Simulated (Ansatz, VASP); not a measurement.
**Two plane-wave programs on P2CO3**

INCAR

```
ALGO = Normal
EDIFF = 1E-6
ENCUT = 520
GGA = PE
ISIF = 2
ISMEAR = 0
ISPIN = 2
IVDW = 12
LASPH = True
LCHARG = False
LORBIT = 11
LREAL = False
LWAVE = False
MAGMOM = 0 0 1 1 1 1
NBANDS = 29
NELM = 150
PREC = Accurate
SIGMA = 0.1
```

File KPOINTS:

```
k-points
0
Gamma
  6 6 6
```

The input POSCAR:

```
P2CO3
1.0
    5.1855564000      0.0000000000      0.0000000000
   -2.5927782000      4.4908235700      0.0000000000
    0.0000000000      0.0000000000      3.0945241900
P C O
2 1 3
Direct
    0.3333333300      0.6666666700      0.0000000000
    0.6666666700      0.3333333300      0.0000000000
    0.0000000000      0.0000000000      0.0000000000
    0.5000000000      0.0000000000      0.5000000000
    0.5000000000      0.5000000000      0.5000000000
    0.0000000000      0.5000000000      0.5000000000
```

Input for Ansatz:

```yaml
crystal:
  lattice:
    - [5.1855564, 0.0, 0.0]
    - [-2.5927782, 4.49082357, 0.0]
    - [0.0, 0.0, 3.09452419]
  atoms:
    - { symbol: P, position: [0.33333333, 0.66666667, 0.0] }
    - { symbol: P, position: [0.66666667, 0.33333333, 0.0] }
    - { symbol: C, position: [0.0, 0.0, 0.0], spin: 1.0 }
    - { symbol: O, position: [0.5, 0.0, 0.5], spin: 1.0 }
    - { symbol: O, position: [0.5, 0.5, 0.5], spin: 1.0 }
    - { symbol: O, position: [0.0, 0.5, 0.5], spin: 1.0 }
basis:
  ecutwfc: 420
kpoints:
  mp_grid: { grid: [6, 6, 6] }
hamiltonian:
  xc: pbe
  dispersion: d3bj
scf:
  occupations: { method: gaussian, width: 0.1 }
  lower_state_search: "off"
output:
  forces: true
  stress: true
  eigenvalues: true
  populations: true
magnetization:
  spin_polarized: true
```

Change from the starting cell: species swapped into the GdCo3B2 type (P6/mmm, No. 191).

Alike in both runs: task single point; functional PBE; dispersion D3(BJ); k mesh 6 × 6 × 6; occupations gaussian, width 0.1 eV; collinear spin.

|  | VASP | Ansatz |
| --- | --- | --- |
| version | VASP 6.6.1 | Ansatz 0.2.0 |
| potentials or method | VASP PAW PBE potentials, release 64 (P, C, O), cutoff 520 eV | scalar-relativistic, plane waves, PAW |
| valence electrons in the cell | 32 | 32 |

|  | VASP | Ansatz | Ansatz less VASP |
| --- | --- | --- | --- |
| gap on the k mesh at the Fermi level (eV) | none | none | - |
| pressure (GPa) | -15.0 | -14.9 | +0.15 |
| traceless stress, the component that is largest in VASP (GPa) | -24.89 | -24.89 | +0.002 |
| net moment per atom (μB) | 0.33 | 0.33 | +0.001 |
| size of the moment on the site where the two differ most (μB) | 0.86 | 1.48 | +0.627 |

Site moments also hang on the region over which each program counts them. A gap of «none» marks a metal or a gap that the smearing closes.
